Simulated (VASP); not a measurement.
# Ru2C3S2 in VASP: notebook

Runs on Ru2C3S2. Level: PBE. Tasks: single point.

Everything below comes from runs of VASP 6.6.1. Logs are shortened: lines on timing, memory, paths and dates and some standing lists are left out, and cuts for length are marked.

**1. The cell of the first run**

The cell holds a disordered packing, 14 atoms: a = 5.325 Å, b = 7.134 Å, c = 7.321 Å, α = 92.26°, β = 69.16°, γ = 86.97°.

**2. Single point, PBE**

Input file INCAR:

```
  ALGO = Normal
  EDIFF = 1E-7
  ENCUT = 520
  GGA = PE
  ISIF = 2
  ISMEAR = -1
  LASPH = T
  LCHARG = F
  LREAL = F
  LWAVE = F
  NBANDS = 65
  NELM = 100
  PREC = Accurate
  SIGMA = 0.05
```

Input file KPOINTS:

```
k-points
0
Gamma
  3 2 2
```

Input file POSCAR:

```
Ru2C3S2
1.0
    5.2236150000      0.0559860000     -1.0336460000
    0.1694830000      7.0973350000     -0.7037230000
    3.8807000000      0.2327320000      6.2033220000
C Ru S
6 4 4
Direct
    0.8147275020      0.5844958613      0.2097508407
    0.1449866123      0.0766085516      0.2897247687
    0.9170316936      0.9895907090      0.8752010430
    0.4295546796      0.6493969451      0.1670474373
    0.2474044601      0.1513785577      0.6970699253
    0.1737090962      0.8118733706      0.0377792216
    0.6293763427      0.7067252989      0.7515018867
    0.8160201632      0.2703366282      0.6170946923
    0.2327918646      0.8198829215      0.5220217246
    0.4406357190      0.3456826890      0.3610707629
    0.9586356634      0.2681851523      0.0532413083
    0.0994588763      0.5684119107      0.8402795800
    0.4545784183      0.0797065609      0.9338071607
    0.7346703909      0.9472961708      0.2817510060
```

Potentials or basis: VASP PAW PBE potentials, release 64 (C, Ru_pv, S).

On the command line:

```sh
> cat potpaw_PBE.64/C/POTCAR potpaw_PBE.64/Ru_pv/POTCAR potpaw_PBE.64/S/POTCAR > POTCAR
> mpirun -np 1 vasp_std > vasp.out
```

OUTCAR:

```text
EDIFF = 1E-7
   ENCUT = 520
   GGA = PE
   ISIF = 2
   ISMEAR = -1
   LASPH = T
   LREAL = F
   NELM = 100
   PREC = Accurate

 ion  position               nearest neighbor table
   1  0.815  0.584  0.210-  10 2.65
   2  0.145  0.077  0.290-   9 2.68   8 2.69  10 2.69
   3  0.917  0.990  0.875-  13 2.39  11 2.40
   4  0.430  0.649  0.167-  10 2.65   9 2.65
   5  0.247  0.151  0.697-  13 2.42   9 2.66   8 2.67
   6  0.174  0.812  0.038-  12 2.35   7 2.63
   7  0.629  0.707  0.752-   6 2.63  13 2.88  12 2.90  12 2.93   9 3.22   8 3.22   9 3.22
   8  0.816  0.270  0.617-   5 2.67   2 2.69  13 2.88   7 3.22  10 3.23  10 3.27
   9  0.233  0.820  0.522-   4 2.65   5 2.66   2 2.68  14 2.85  12 2.90   7 3.22   7 3.22
  10  0.441  0.346  0.361-   4 2.65   1 2.65   2 2.69  11 2.88   8 3.23   8 3.27
  11  0.959  0.268  0.053-   3 2.40  12 2.68  13 2.73  10 2.88
  12  0.099  0.568  0.840-   6 2.35  11 2.68   7 2.90   9 2.90   7 2.93
  13  0.455  0.080  0.934-   3 2.39   5 2.42  11 2.73   8 2.88   7 2.88
  14  0.735  0.947  0.282-   9 2.85

  LATTYP: Found a triclinic cell.
 ALAT       =    20.4509852613
 B/A-ratio  =     0.5121345193
 C/A-ratio  =     0.3488414470
 COS(alpha) =     0.0006138186
 COS(beta)  =     0.6842202814
 COS(gamma) =     0.7097180502

  Lattice vectors:

 A1 = (  13.9889640000, -13.8499660000,   5.5434760000)
 A2 = (   9.1043150000,   0.2887180000,   5.1696760000)
 A3 = (  -0.1694830000,  -7.0973350000,   0.7037230000)

Analysis of symmetry for initial positions (statically):
=====================================================================
 Subroutine PRICEL returns:
 Original cell was already a primitive cell.

 Routine SETGRP: Setting up the symmetry group for a
 triclinic supercell.

 Subroutine GETGRP returns: Found  1 space group operations
 (whereof  1 operations were pure point group operations)
 out of a pool of  2 trial point group operations.

The static configuration has the point symmetry C_1 .

Analysis of symmetry for dynamics (positions and initial velocities):
=====================================================================
 Subroutine PRICEL returns:
 Original cell was already a primitive cell.

 Routine SETGRP: Setting up the symmetry group for a
 triclinic supercell.

 Subroutine GETGRP returns: Found  1 space group operations
 (whereof  1 operations were pure point group operations)
 out of a pool of  2 trial point group operations.

The dynamic configuration has the point symmetry C_1 .

 Subroutine INISYM returns: Found  1 space group operations
 (whereof  1 operations are pure point group operations),
 and found     1 'primitive' translations

----------------------------------------------------------------------------------------

                                     Primitive cell

  volume of cell :     259.0527

  direct lattice vectors                    reciprocal lattice vectors
     5.223615000  0.055986000 -1.033646000     0.170586268 -0.014600487 -0.106168297
     0.169483000  7.097335000 -0.703723000    -0.002269275  0.140569992 -0.003854187
     3.880700000  0.232732000  6.203322000     0.028166984  0.013513824  0.143076127

  length of vectors
     5.325195973  7.134151292  7.320874300     0.201456090  0.140641128  0.146447194

  position of ions in fractional coordinates (direct lattice)
     0.814727502  0.584495861  0.209750841
     0.144986612  0.076608552  0.289724769
     0.917031694  0.989590709  0.875201043
     0.429554680  0.649396945  0.167047437
     0.247404460  0.151378558  0.697069925
     0.173709096  0.811873371  0.037779222
     0.629376343  0.706725299  0.751501887
     0.816020163  0.270336628  0.617094692
     0.232791865  0.819882922  0.522021725
     0.440635719  0.345682689  0.361070763
     0.958635663  0.268185152  0.053241308
     0.099458876  0.568411911  0.840279580
     0.454578418  0.079706561  0.933807161
     0.734670391  0.947296171  0.281751006

  ion indices of the primitive-cell ions
   primitive index   ion index
                 1           1
                 2           2
                 3           3
                 4           4
                 5           5
                 6           6
                 7           7
                 8           8
                 9           9
                10          10
                11          11
                12          12
                13          13
                14          14

----------------------------------------------------------------------------------------

 KPOINTS: k-points

Automatic generation of k-mesh.
 Grid dimensions read from file:
 generate k-points for:    3    2    2

 Generating k-lattice:

  Cartesian coordinates                     Fractional coordinates (reciprocal lattice)
     0.056862089 -0.004866829 -0.035389432     0.333333333  0.000000000 -0.000000000
    -0.001134637  0.070284996 -0.001927093    -0.000000000  0.500000000 -0.000000000
     0.014083492  0.006756912  0.071538063     0.000000000  0.000000000  0.500000000

  Length of vectors
     0.067152030  0.070320564  0.073223597

  Shift w.r.t. Gamma in fractional coordinates (k-lattice)
     0.000000000  0.000000000  0.000000000

 Subroutine IBZKPT returns following result:
 ===========================================

 Found      8 irreducible k-points:

 Following reciprocal coordinates:
            Coordinates               Weight
  0.000000  0.000000  0.000000      1.000000
  0.333333  0.000000 -0.000000      2.000000
  0.000000  0.500000  0.000000      1.000000
  0.333333  0.500000  0.000000      2.000000
  0.000000 -0.000000  0.500000      1.000000
  0.333333 -0.000000  0.500000      2.000000
  0.000000  0.500000  0.500000      1.000000
  0.333333  0.500000  0.500000      2.000000
   k-points           NKPTS =      8   k-points in BZ     NKDIM =      8   number of bands    NBANDS=     65
   number of dos      NEDOS =    301   number of ions     NIONS =     14
   total plane-waves  NPLWV = 116640
   dimension x,y,z NGX =    40 NGY =   54 NGZ =   54
   dimension x,y,z NGXF=    80 NGYF=  108 NGZF=  108
   ions per type =               6   4   4
   NGX,Y,Z   is equivalent  to a cutoff of  12.49, 12.58, 12.26 a.u.
   NGXF,Y,Z  is equivalent  to a cutoff of  24.97, 25.17, 24.53 a.u.
 SYSTEM =  unknown system
   PREC   = accura    normal or accurate (medium, high low for compatibility)
   ISTART =      0    job   : 0-new  1-cont  2-samecut
   ICHARG =      2    charge: 1-file 2-atom 10-const
   ISPIN  =      1    spin polarized calculation?
   LNONCOLLINEAR =      F non collinear calculations
   LSORBIT =      F    spin-orbit coupling
   LASPH  =      T    aspherical Exc in radial PAW
   ENCUT  =  520.0 eV  38.22 Ry    6.18 a.u.   9.90 13.26 13.61*2*pi/ulx,y,z
   NELM   =    100;   NELMIN=  2; NELMDL= -5     # of ELM steps
   EDIFF  = 0.1E-06   stopping-criterion for ELM
   LREAL  =      F    real-space projection
   EDIFFG = 0.1E-05   stopping-criterion for IOM
   NSW    =      0    number of steps for IOM
   IBRION =     -1    ionic relax: 0-MD 1-quasi-New 2-CG
   NFREE  =      0    steps in history (QN), initial steepest desc. (CG)
   ISIF   =      2    stress and relaxation
   ISYM   =      2    0-nonsym 1-usesym 2-fastsym
   POTIM  = 0.5000    time-step for ionic-motion
   TEBEG  =    0.0;   TEEND  =   0.0 temperature during run
   PSTRESS=    0.0 pullay stress
   NELECT =     104.0000    total number of electrons
   NUPDOWN=      -1.0000    fix difference up-down
   EMIN   =  10.00;   EMAX   =-10.00  energy-range for DOS
   EFERMI =   0.00;   METHOD = LEGACY
   ISMEAR =    -1;   SIGMA  =   0.05  broadening in eV -4-tet -1-fermi 0-gaus
   EFERMI_NEDOS =   21; number of points for ismear=-14 and -15
   IALGO  =     38    algorithm
   IMIX   =      4    mixing-type and parameters
     AMIX     =   0.40;   BMIX     =  1.00
     AMIX_MAG =   1.60;   BMIX_MAG =  1.00
  volume/ion in A,a.u.               =      18.50       124.87
  Fermi-wavevector in a.u.,A,eV,Ry     =   1.207693  2.282209 19.844404  1.458523
  Thomas-Fermi vector in A             =   2.343323
   LORBIT       =      0    0 simple, 1 ext, 2 COOP (PROOUT), +10 PAW based schemes
   GGA     = PE    functional components
   LHFCALC =     F    Hartree Fock is set to
   AEXX    =    0.0000 exact exchange contribution
   IVDW    =     0    specifies the selected vdW correction
   LEPSILON=     F    determine dielectric tensor
   LRPA    =     F    only Hartree local field effects (RPA)
 non-spin polarized calculation
  energy-cutoff  :      520.00
  volume of cell :      259.05
 maximum number of plane-waves:      6989
 NGX is ok and might be reduce to    40
   NGX = 19   NGY = 27   NGZ = 27

 number of electron     104.0000010 magnetization

 Free energy of the ion-electron system (eV)
  ---------------------------------------------------
  ext. energy  EPLUGINS =         0.00000000
  ---------------------------------------------------
  free energy    TOTEN  =       -67.04498250 eV

  energy without entropy =      -66.86696178  energy(sigma->0) =      -66.95597214

 E-fermi :   3.6892     XC(G=0): -10.0490

 val. band max:        3.6886844014   @ k =   0.3333   0.5000   0.0000
 cond. band min:       3.7000633455   @ k =   0.0000  -0.0000   0.5000
 fundamental gap:      0.0113789441
 Fermi energy:         3.6891911887

 k-point     1 :       0.0000    0.0000    0.0000
  band No.  band energies     occupation
      1     -38.5063      2.00000
      2     -38.4914      2.00000
      3     -38.4262      2.00000
      4     -38.3911      2.00000
      5     -38.3622      2.00000
      6     -38.3410      2.00000
[... 56 lines left out ...]
     63       5.4442      0.00000
     64       5.6167      0.00000

 k-point     2 :       0.3333    0.0000   -0.0000
  band No.  band energies     occupation
      1     -38.5067      2.00000
      2     -38.4936      2.00000
      3     -38.4221      2.00000
      4     -38.3883      2.00000
      5     -38.3618      2.00000
      6     -38.3426      2.00000
[... 56 lines left out ...]
     63       5.4021      0.00000
     64       5.6370      0.00000

 k-point     3 :       0.0000    0.5000    0.0000
  band No.  band energies     occupation
      1     -38.5063      2.00000
      2     -38.4914      2.00000
      3     -38.4262      2.00000
      4     -38.3910      2.00000
      5     -38.3620      2.00000
      6     -38.3408      2.00000
[... 56 lines left out ...]
     63       5.4159      0.00000
     64       5.6765      0.00000

 k-point     4 :       0.3333    0.5000    0.0000
  band No.  band energies     occupation
      1     -38.5068      2.00000
      2     -38.4936      2.00000
      3     -38.4220      2.00000
      4     -38.3882      2.00000
      5     -38.3621      2.00000
      6     -38.3429      2.00000
[... 56 lines left out ...]
     63       5.3031      0.00000
     64       5.4638      0.00000

 k-point     5 :       0.0000   -0.0000    0.5000
  band No.  band energies     occupation
      1     -38.5063      2.00000
      2     -38.4914      2.00000
      3     -38.4262      2.00000
      4     -38.3911      2.00000
      5     -38.3622      2.00000
      6     -38.3410      2.00000
[... 56 lines left out ...]
     63       5.1918      0.00000
     64       5.7988      0.00000

 k-point     6 :       0.3333   -0.0000    0.5000
  band No.  band energies     occupation
      1     -38.5068      2.00000
      2     -38.4937      2.00000
      3     -38.4221      2.00000
      4     -38.3883      2.00000
      5     -38.3618      2.00000
      6     -38.3426      2.00000
[... 56 lines left out ...]
     63       5.3269      0.00000
     64       5.6091      0.00000

 k-point     7 :       0.0000    0.5000    0.5000
  band No.  band energies     occupation
      1     -38.5063      2.00000
      2     -38.4914      2.00000
      3     -38.4262      2.00000
      4     -38.3910      2.00000
      5     -38.3620      2.00000
      6     -38.3408      2.00000
[... 56 lines left out ...]
     63       5.4506      0.00000
     64       5.6025      0.00000

 k-point     8 :       0.3333    0.5000    0.5000
  band No.  band energies     occupation
      1     -38.5068      2.00000
      2     -38.4936      2.00000
      3     -38.4220      2.00000
      4     -38.3882      2.00000
      5     -38.3621      2.00000
      6     -38.3429      2.00000
[... 56 lines left out ...]
     63       5.3196      0.00000
     64       5.5186      0.00000
 [bands above 64 left out]

------------------------ aborting loop because EDIFF is reached ----------------------------------------

  FORCE on cell =-STRESS in cart. coord.  units (eV):
  Direction    XX          YY          ZZ          XY          YZ          ZX
  --------------------------------------------------------------------------------------
  -------------------------------------------------------------------------------------
  Total      -43.6361323    -43.1600616    -43.3277367      1.3647920      1.0978965      2.2079534
  in kB     -269.8787625   -266.9343819   -267.9714116      8.4409032      6.7902205     13.6556497
  external PRESSURE =    -268.2615187 kB  Pullay stress =       0.0000000 kB

 VOLUME and BASIS-vectors are now :
 -----------------------------------------------------------------------------
  energy-cutoff  :      520.00
  volume of cell :      259.05
      direct lattice vectors                 reciprocal lattice vectors
     5.223615000  0.055986000 -1.033646000     0.170586268 -0.014600487 -0.106168297
     0.169483000  7.097335000 -0.703723000    -0.002269275  0.140569992 -0.003854187
     3.880700000  0.232732000  6.203322000     0.028166984  0.013513824  0.143076127

 POSITION                                       TOTAL-FORCE (eV/Angst)
 -----------------------------------------------------------------------------------
      5.16886      4.24279      0.04769        -2.564019     -0.335618      0.365199
      1.89467      0.61926      1.59348         0.221740      0.685312      1.692546
      8.35433      7.27849      3.78487        -0.368550      0.656973     -1.203962
      3.00215      4.67191      0.13525         1.207890     -0.035026      1.130119
      4.02312      1.25047      3.96189        -1.338740     -1.108203     -0.557376
      1.19160      5.78065     -0.51653         1.018689     -1.354658     -0.772308
      6.32375      5.22600      3.51392        -0.071854      0.214541      1.375384
      6.70315      2.10797      2.79432         0.697550     -0.849847     -0.494905
      3.38078      5.95351      2.42067         0.686285      1.015791     -0.214407
      3.76151      2.56213      1.54111         0.676718      0.145867     -0.345126
      5.25961      1.96946     -0.84934        -0.658681      0.275701      0.853443
      3.87674      4.23534      4.70972        -0.189364      1.695237     -0.811828
      6.01188      0.80848      5.26674         0.549464     -0.882171     -1.928572
      5.09158      6.82998      0.32177         0.132872     -0.123900      0.911794
 -----------------------------------------------------------------------------------
    total drift:                                0.000643      0.000706     -0.000748

  FREE ENERGIE OF THE ION-ELECTRON SYSTEM (eV)
  ---------------------------------------------------
  free  energy   TOTEN  =       -67.0449825019 eV

  energy  without entropy=      -66.8669617807  energy(sigma->0) =      -66.95597214
```

Wall time 7.5 min (1 thread of Intel Xeon 8259CL, shared host); peak memory 0.39 GiB.

Results:

```yaml
Free_energy: -67.0450 eV
Pressure: -26.8 GPa
Largest_force: 2.612 eV/Å
Band_gap_on_the_k_mesh: zero (bands 52 and 53 overlap by 0.03 eV)
```

Forces on the atoms (eV/Å):
```
C   -2.564 -0.336  0.365
C    0.222  0.685  1.693
C   -0.369  0.657 -1.204
C    1.208 -0.035  1.130
C   -1.339 -1.108 -0.557
C    1.019 -1.355 -0.772
Ru  -0.072  0.215  1.375
Ru   0.698 -0.850 -0.495
Ru   0.686  1.016 -0.214
Ru   0.677  0.146 -0.345
S   -0.659  0.276  0.853
S   -0.189  1.695 -0.812
S    0.549 -0.882 -1.929
S    0.133 -0.124  0.912
```

Stress tensor (GPa, compression positive):
```
-26.99   0.84   1.37
  0.84 -26.69   0.68
  1.37   0.68 -26.80
```

Caveat: the k points lie up to 0.46 Å⁻¹ apart.

**3. Single point, PBE**

Input file INCAR:

```
PREC     = Accurate       # precision mode
ENCUT    = 520            # plane-wave cutoff, eV
EDIFF    = 1E-6           # SCF threshold, eV
ISMEAR   = -1             # smearing method
SIGMA    = 0.05           # smearing width, eV
LREAL    = False          # projectors in reciprocal space
LASPH    = True           # aspherical terms in the spheres
NELM     = 100            # most SCF steps
ALGO     = Normal         # electronic algorithm
ISIF     = 2              # what is computed and relaxed
LWAVE    = False          # write WAVECAR
LCHARG   = True           # write CHGCAR
GGA      = PE             # functional
LELF     = True           # ELF
LVHAR    = True         
NBANDS   = 65             # bands
```

Input file KPOINTS:

```
Automatic mesh
0
Gamma
  3 2 2
```

Input file POSCAR:

```
Ru2C3S2
1.0
    5.2236150000      0.0559860000     -1.0336460000
    0.1694830000      7.0973350000     -0.7037230000
    3.8807000000      0.2327320000      6.2033220000
C Ru S
6 4 4
Direct
    0.7617044814      0.5774895482      0.2124780025
    0.1256448711      0.0891691405      0.3222779171
    0.9260859033      1.0037851093      0.8606378418
    0.4350441677      0.6463432531      0.1931750886
    0.2260735390      0.1287831139      0.6877659500
    0.2088658543      0.7858809041      0.0223105978
    0.6285357903      0.7072587480      0.7548361593
    0.8181482177      0.2685900877      0.6180986018
    0.2374830085      0.8215361500      0.5205601524
    0.4416656151      0.3474341360      0.3607817374
    0.9434531968      0.2687729261      0.0596666291
    0.1065571425      0.5797630829      0.8338151687
    0.4721530111      0.0729320965      0.9180152288
    0.7257075044      0.9450642838      0.2880253729
```

Potentials or basis: VASP PAW PBE potentials, release 64 (C, Ru_pv, S).

On the command line:

```sh
> cat potpaw_PBE.64/C/POTCAR potpaw_PBE.64/Ru_pv/POTCAR potpaw_PBE.64/S/POTCAR > POTCAR
> mpirun -np 1 vasp_std > vasp.out
```

Wall time 6.9 min (1 thread of Intel Xeon 8259CL, shared host); peak memory 0.38 GiB.

The run converged. Its results:

```yaml
Free_energy: -71.3743 eV
Pressure: -27.2 GPa
Largest_force: 4.655 eV/Å
Band_gap_on_the_k_mesh: zero (bands 52 and 53 overlap by 0.10 eV)
```

Forces on the atoms (eV/Å):
```
C   -4.518 -0.207  1.102
C    0.183  1.236  2.553
C   -0.040  2.029 -1.978
C    3.010 -0.786  1.404
C   -2.470 -1.967  0.424
C    1.246 -1.905 -1.743
Ru  -0.957  0.655  1.642
Ru   1.283 -1.846 -0.841
Ru   0.870  1.134 -0.647
Ru   0.877  0.315 -0.798
S   -0.916  0.246  1.261
S    0.478  1.891 -0.937
S    0.828 -0.937 -2.601
S    0.126  0.141  1.160
```

Stress tensor (GPa, compression positive):
```
-27.85   1.48   3.26
  1.48 -27.58   0.36
  3.26   0.36 -26.14
```

Levels at points of the mesh, in eV from the Fermi level:
```
           k point  band 49  band 50  band 51  band 52  band 53  band 54  band 55  band 56
(0.00, 0.00, 0.00)    -0.35    -0.30    -0.22    -0.08     0.07     0.35     0.36     0.46
(0.00, 0.50, 0.00)    -0.26    -0.18    -0.06     0.01     0.08     0.17     0.40     0.47
(0.00, 0.00, 0.50)    -0.28    -0.25    -0.15    -0.09     0.12     0.19     0.28     0.42
(0.00, 0.50, 0.50)    -0.26    -0.11    -0.11     0.04     0.16     0.18     0.33     0.48
```

Caveat: the k points lie up to 0.46 Å⁻¹ apart.

(Continued in part 2 of 2.)

The gap in the log of VASP goes by the Fermi energy; the results here count the filled bands.